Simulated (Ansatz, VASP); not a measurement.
# AlGaN2: VASP beside Ansatz

```
Al Ga N
1.0
     3.19584    0.00000    0.00000
     0.00000    3.19584    0.00000
     0.00000    0.00000    4.42384
Al Ga N
1 1 2
Direct
  0.50000 0.50000 0.50000
  0.00000 0.00000 0.00000
  0.50000 0.00000 0.73826
  0.00000 0.50000 0.26174
```

Change from the starting cell: strain +0.0175 x Voigt [1, 1, 0, 0, 0, 0], atoms carried along.

Alike in both runs: task single point; functional r2SCAN; k mesh 8 × 8 × 6; occupations gaussian, width 0.05 eV; no spin polarisation.

|  | VASP | Ansatz |
| --- | --- | --- |
| version | VASP 6.6.1 | Ansatz 0.2.0 |
| potentials or method | VASP PAW PBE potentials, release 64 (Al, Ga_d, N), cutoff 520 eV | scalar-relativistic, plane waves, PAW |
| valence electrons in the cell | 26 | 26 |

```csv
,VASP,Ansatz,Ansatz less VASP
gap on the k mesh at the Fermi level (eV),3.12,3.11,-0.009
least direct gap on the mesh (eV),3.12,3.11,-0.009
pressure (GPa),-6.7,-6.9,-0.24
"traceless stress, the component that is largest in VASP (GPa)",1.66,1.61,-0.049
rms of the force components (eV/Å),0.009,0.025,+0.0158
```

VASP's potentials were made for PBE, not for r2SCAN. Atom by atom the forces differ by 0.034 eV/Å (rms over components). The functional is the same, so the differences come from potentials, cutoffs and numerics.
